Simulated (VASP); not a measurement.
# CdI2 (P-3m1) in VASP: notebook

Runs on CdI2. Level: PBEsol. Tasks: single point.

Everything below comes from runs of VASP 6.6.1. Logs are shortened: lines on timing, memory, paths and dates and some standing lists are left out, and cuts for length are marked.

## (1) The cell of the first run

It takes space group P-3m1 (No. 164, trigonal). The conventional cell has a = 4.221 Å, b = 4.221 Å, c = 13.648 Å, α = 90.00°, β = 90.00°, γ = 120.00°. Within 3.9 Å of Cd (site symmetry 3m) lie 6 I at 2.97 Å. Within 3.9 Å of I (site symmetry 3m) lie 3 Cd at 2.97 Å. I (site symmetry 3m) has 3 Cd at 2.97 Å within 3.9 Å.

## (2) Single point, PBEsol (the distance across one plane changed)

Contents of INCAR:

```
PREC = Accurate
ENCUT = 500
EDIFF = 1E-6
ISMEAR = 0
SIGMA = 0.05
LREAL = False
LASPH = True
NELM = 120
ALGO = Normal
ISIF = 2
LWAVE = False
LCHARG = True
GGA = PS
LELF = True
LVHAR = True
NBANDS = 35
GGA_COMPAT = False
```

Contents of KPOINTS:

```
regular mesh
0
Gamma
  7 7 2
```

Contents of POSCAR:

```
CdI2
1.0
   -4.2214347067      0.0000000000      0.0000000000
   -2.1107173534     -3.6558696964      0.0000000000
    0.0000000000      0.0000000000     13.6477823597
Cd I
2 4
Direct
    0.0000000000      1.0000000000      0.2554953983
    0.0000000000      1.0000000000      0.7664861949
    0.3333333333      0.3333333333      0.8913119193
    0.3333333333      0.3333333333      0.3803211227
    0.6666666667      0.6666666667      0.1306696739
    0.6666666667      0.6666666667      0.6416604705
```

Potentials or basis: VASP PAW PBE potentials, release 64 (Cd, I).

Run with:

```bash
$ cat potpaw_PBE.64/Cd/POTCAR potpaw_PBE.64/I/POTCAR > POTCAR
$ mpirun -np 1 vasp_std > vasp.out
```

OUTCAR:

```text
PREC = Accurate
   ENCUT = 500
   EDIFF = 1E-6
   ISMEAR = 0
   LREAL = False
   LASPH = True
   NELM = 120
   ISIF = 2
   GGA = PS

 ion  position               nearest neighbor table
   1  0.000  0.000  0.255-   5 2.97   4 2.97   5 2.97   4 2.97   5 2.97   4 2.97
   2  0.000  0.000  0.766-   6 2.97   3 2.97   6 2.97   3 2.97   6 2.97   3 2.97
   3  0.333  0.333  0.891-   2 2.97   2 2.97   2 2.97
   4  0.333  0.333  0.380-   1 2.97   1 2.97   1 2.97
   5  0.667  0.667  0.131-   1 2.97   1 2.97   1 2.97
   6  0.667  0.667  0.642-   2 2.97   2 2.97   2 2.97

  LATTYP: Found a hexagonal cell.
 ALAT       =     4.2214347067
 C/A-ratio  =     3.2329725100

  Lattice vectors:

 A1 = (   2.1107173534,   3.6558696964,   0.0000000000)
 A2 = (  -4.2214347067,   0.0000000000,   0.0000000000)
 A3 = (   0.0000000000,   0.0000000000,  13.6477823597)

Analysis of symmetry for initial positions (statically):
=====================================================================
 Subroutine PRICEL returns:
 Original cell was already a primitive cell.

 Routine SETGRP: Setting up the symmetry group for a
 hexagonal supercell.

 Subroutine GETGRP returns: Found 12 space group operations
 (whereof  6 operations were pure point group operations)
 out of a pool of 24 trial point group operations.

The static configuration has the point symmetry C_3v.
 The point group associated with its full space group is D_3d.

Analysis of symmetry for dynamics (positions and initial velocities):
=====================================================================
 Subroutine PRICEL returns:
 Original cell was already a primitive cell.

 Routine SETGRP: Setting up the symmetry group for a
 hexagonal supercell.

 Subroutine GETGRP returns: Found 12 space group operations
 (whereof  6 operations were pure point group operations)
 out of a pool of 24 trial point group operations.

The dynamic configuration has the point symmetry C_3v.
 The point group associated with its full space group is D_3d.

 Subroutine INISYM returns: Found 12 space group operations
 (whereof  6 operations are pure point group operations),
 and found     1 'primitive' translations

----------------------------------------------------------------------------------------

                                     Primitive cell

  volume of cell :     210.6264

  direct lattice vectors                    reciprocal lattice vectors
[... 89 lines left out ...]
   NSW    =      0    number of steps for IOM
   IBRION =     -1    ionic relax: 0-MD 1-quasi-New 2-CG
   NFREE  =      0    steps in history (QN), initial steepest desc. (CG)
   ISIF   =      2    stress and relaxation
   ISYM   =      2    0-nonsym 1-usesym 2-fastsym
   POTIM  = 0.5000    time-step for ionic-motion
   TEBEG  =    0.0;   TEEND  =   0.0 temperature during run
   PSTRESS=    0.0 pullay stress
   NELECT =      52.0000    total number of electrons
   NUPDOWN=      -1.0000    fix difference up-down
   EMIN   =  10.00;   EMAX   =-10.00  energy-range for DOS
   EFERMI =   0.00;   METHOD = LEGACY
   ISMEAR =     0;   SIGMA  =   0.05  broadening in eV -4-tet -1-fermi 0-gaus
   EFERMI_NEDOS =   21; number of points for ismear=-14 and -15
   IALGO  =     38    algorithm
   IMIX   =      4    mixing-type and parameters
     AMIX     =   0.40;   BMIX     =  1.00
     AMIX_MAG =   1.60;   BMIX_MAG =  1.00
  volume/ion in A,a.u.               =      35.10       236.90
  Fermi-wavevector in a.u.,A,eV,Ry     =   1.027003  1.940754 14.350539  1.054735
  Thomas-Fermi vector in A             =   2.160925
   LORBIT       =      0    0 simple, 1 ext, 2 COOP (PROOUT), +10 PAW based schemes
   GGA     = PS    functional components
   LHFCALC =     F    Hartree Fock is set to
   AEXX    =    0.0000 exact exchange contribution
   IVDW    =     0    specifies the selected vdW correction
   LEPSILON=     F    determine dielectric tensor
   LRPA    =     F    only Hartree local field effects (RPA)
 non-spin polarized calculation
 Gauss-broadening in eV      SIGMA  =   0.05
  energy-cutoff  :      500.00
  volume of cell :      210.63
 maximum number of plane-waves:      5390
   NGX = 15   NGY = 15   NGZ = 49

 number of electron      51.9999985 magnetization

 Free energy of the ion-electron system (eV)
  ---------------------------------------------------
  ext. energy  EPLUGINS =         0.00000000
  ---------------------------------------------------
  free energy    TOTEN  =       -12.74348746 eV

  energy without entropy =      -12.74348746  energy(sigma->0) =      -12.74348746

 E-fermi :   2.3115     XC(G=0):  -8.8276

 val. band max:        2.0742225883   @ k =   0.1429  -0.0000   0.5000
 cond. band min:       4.4094618812   @ k =   0.4286   0.0000   0.5000
 fundamental gap:      2.3352392928
 Fermi energy:         2.3115171956

 k-point     1 :       0.0000    0.0000    0.0000
  band No.  band energies     occupation
      1     -10.1877      2.00000
      2      -9.9973      2.00000
      3      -9.6707      2.00000
      4      -9.4284      2.00000
      5      -5.5266      2.00000
      6      -5.5266      2.00000
[... 597 lines left out ...]
     34       9.2553      0.00000
     35       9.5137      0.00000

------------------------ aborting loop because EDIFF is reached ----------------------------------------

  FORCE on cell =-STRESS in cart. coord.  units (eV):
  Direction    XX          YY          ZZ          XY          YZ          ZX
  --------------------------------------------------------------------------------------
  -------------------------------------------------------------------------------------
  Total        0.2890183      0.2890183      0.4679521      0.0000000     -0.0000000     -0.0000000
  in kB        2.1984826      2.1984826      3.5595825      0.0000000     -0.0000000     -0.0000000
  external PRESSURE =       2.6521826 kB  Pullay stress =       0.0000000 kB

 VOLUME and BASIS-vectors are now :
 -----------------------------------------------------------------------------
  energy-cutoff  :      500.00
  volume of cell :      210.63
      direct lattice vectors                 reciprocal lattice vectors
    -4.221434707  0.000000000  0.000000000    -0.236886289  0.136766362  0.000000000
    -2.110717353 -3.655869696  0.000000000     0.000000000 -0.273532725  0.000000000
     0.000000000  0.000000000 13.647782360     0.000000000  0.000000000  0.073271977

 POSITION                                       TOTAL-FORCE (eV/Angst)
 -----------------------------------------------------------------------------------
      0.00000      0.00000      3.48695        -0.000000     -0.000000      0.008934
      0.00000      0.00000     10.46084         0.000000     -0.000000     -0.008934
     -2.11072     -1.21862     12.16443        -0.000000     -0.000000     -0.037466
     -2.11072     -1.21862      5.19054        -0.000000     -0.000000      0.027436
     -4.22143     -2.43725      1.78335         0.000000      0.000000      0.037466
     -4.22143     -2.43725      8.75724         0.000000      0.000000     -0.027436
 -----------------------------------------------------------------------------------
    total drift:                               -0.000000     -0.000000     -0.000105

  FREE ENERGIE OF THE ION-ELECTRON SYSTEM (eV)
  ---------------------------------------------------
  free  energy   TOTEN  =       -12.7434874607 eV

  energy  without entropy=      -12.7434874607  energy(sigma->0) =      -12.74348746
```

OSZICAR:

```text
N       E                     dE             d eps       ncg     rms          rms(c)
DAV:   1     0.332712412775E+03    0.33271E+03   -0.22105E+04  1120   0.124E+03
DAV:   2     0.963433919312E+01   -0.32308E+03   -0.31326E+03  1318   0.276E+02
DAV:   3    -0.129822576969E+02   -0.22617E+02   -0.22519E+02  1306   0.725E+01
DAV:   4    -0.133927385221E+02   -0.41048E+00   -0.41026E+00  1458   0.939E+00
DAV:   5    -0.133996620590E+02   -0.69235E-02   -0.69231E-02  1356   0.126E+00    0.925E+00
DAV:   6    -0.127925633776E+02    0.60710E+00   -0.11091E+00  1259   0.964E+00    0.783E+00
DAV:   7    -0.127497210063E+02    0.42842E-01   -0.48422E-01  1259   0.347E+00    0.249E+00
DAV:   8    -0.127438522263E+02    0.58688E-02   -0.76013E-02  1200   0.238E+00    0.696E-01
DAV:   9    -0.127435903843E+02    0.26184E-03   -0.75210E-03  1335   0.725E-01    0.169E-01
DAV:  10    -0.127434742259E+02    0.11616E-03   -0.88462E-04  1296   0.267E-01    0.473E-02
DAV:  11    -0.127434862476E+02   -0.12022E-04   -0.91901E-05  1329   0.585E-02    0.373E-02
DAV:  12    -0.127434866263E+02   -0.37869E-06   -0.11844E-05  1326   0.284E-02    0.244E-02
DAV:  13    -0.127434877618E+02   -0.11355E-05   -0.34158E-06  1176   0.930E-03    0.158E-02
DAV:  14    -0.127434874607E+02    0.30108E-06   -0.53387E-07   688   0.361E-03
   1 F= -.12743487E+02 E0= -.12743487E+02  d E =-.291887E-12
```

stdout:

```text
POSCAR found type information on POSCAR CdI
 POSCAR found :  2 types and       6 ions
 scaLAPACK will be used
 -----------------------------------------------------------------------------
|                                                                             |
|                                                                             |
|     You enforced a specific xc type in the INCAR file but a different       |
|     I HOPE YOU KNOW WHAT YOU ARE DOING!                                     |
|                                                                             |
 -----------------------------------------------------------------------------

 LDA part: xc-table for (Slater+PW92), standard interpolation
 POSCAR, INCAR and KPOINTS ok, starting setup
 FFT: planning ... GRIDC
 FFT: planning ... GRID_SOFT
 FFT: planning ... GRID
 WAVECAR not read
 entering main loop
```

Run time: 2 min. Hardware: 1 thread of Intel Xeon 8259CL, shared host; peak memory 0.35 GiB.

Results:

* Free energy: -12.7435 eV
* Pressure: 0.3 GPa
* Largest force: 0.037 eV/Å
* Band gap on the k mesh: 2.34 eV

Forces in eV/Å, atoms in the order of the input:
```
Cd   0.000  0.000  0.009
Cd   0.000  0.000 -0.009
I    0.000  0.000 -0.037
I    0.000  0.000  0.027
I    0.000  0.000  0.037
I    0.000  0.000 -0.027
```

Stress tensor (GPa, compression positive):
```
0.22 0.00 0.00
0.00 0.22 0.00
0.00 0.00 0.36
```

Caveat: the cell differs from its parent crystal (the distance across one plane changed); the PAW data sets were made with another functional, which shifts forces and pressure a little; spin-orbit coupling is left out, which moves the levels of the heavy elements; this functional lacks dispersion, which binds layers or chains, so the pressure and a relaxed spacing across them are unreliable.

## (3) Single point, PBEsol (the distance across one plane changed)

Contents of INCAR:

```
SYSTEM = CdI2
PREC     = Accurate       ! precision mode
ENCUT    = 500            ! plane-wave cutoff, eV
EDIFF    = 1E-6           ! SCF threshold, eV
ISMEAR   = 0              ! smearing method
SIGMA    = 0.05           ! smearing width, eV
LREAL    = .FALSE.        ! projectors in reciprocal space
LASPH    = .TRUE.         ! aspherical terms in the spheres
NELM     = 120            ! most SCF steps
ALGO     = Normal         ! electronic algorithm
ISIF     = 2              ! what is computed and relaxed
LWAVE    = .FALSE.        ! write WAVECAR
LCHARG   = .TRUE.         ! write CHGCAR
GGA      = PS             ! functional
LELF     = .TRUE.         ! ELF
LVHAR    = .TRUE.       
NBANDS   = 35             ! bands
GGA_COMPAT= .FALSE.
```

Contents of KPOINTS:

```
Automatic mesh
0
G
  7 7 2
  0 0 0
```

Contents of POSCAR:

```
CdI2
1.0
   -4.2214347067      0.0000000000      0.0000000000
   -2.1107173534     -3.6558696964      0.0000000000
    0.0000000000      0.0000000000     13.7977823597
Cd I
2 4
Direct
    0.0000000000      1.0000000000      0.2527178281
    0.0000000000      1.0000000000      0.7581534842
    0.3333333333      0.3333333333      0.8816221891
    0.3333333333      0.3333333333      0.3761865330
    0.6666666667      0.6666666667      0.1292491231
    0.6666666667      0.6666666667      0.6346847792
```

Potentials or basis: VASP PAW PBE potentials, release 64 (Cd, I).

Run with:

```bash
$ cat potpaw_PBE.64/Cd/POTCAR potpaw_PBE.64/I/POTCAR > POTCAR
$ mpirun -np 1 vasp_std > vasp.out
```

Run time: 2.2 min. Hardware: 1 thread of Intel Xeon 8259CL, shared host; peak memory 0.36 GiB.

The run converged. Its results:

```yaml
Free_energy: -12.7511 eV
Pressure: 0.2 GPa
Largest_force: 0.026 eV/Å
Band_gap_on_the_k_mesh: 2.35 eV
```

Forces in eV/Å, atoms in the order of the input:
```
Cd   0.000  0.000  0.004
Cd   0.000  0.000 -0.004
I    0.000  0.000  0.002
I    0.000  0.000  0.026
I    0.000  0.000 -0.002
I    0.000  0.000 -0.026
```

Levels at points of the mesh, in eV from the valence-band top:
```tsv
k point	band 24	band 25	band 26	band 27	band 28	band 29
(0.00, 0.00, 0.00)	-0.15	-0.01	-0.01	2.42	3.56	4.32
(0.00, 0.00, 0.50)	-0.07	-0.06	-0.06	3.01	3.05	4.35
```

Caveat: the cell differs from its parent crystal (the distance across one plane changed); the PAW data sets were made with another functional, which shifts forces and pressure a little; spin-orbit coupling is left out, which moves the levels of the heavy elements; this functional lacks dispersion, which binds layers or chains, so the pressure and a relaxed spacing across them are unreliable. A k mesh can miss the band edges.

(Part 1 of 2 ends here.)
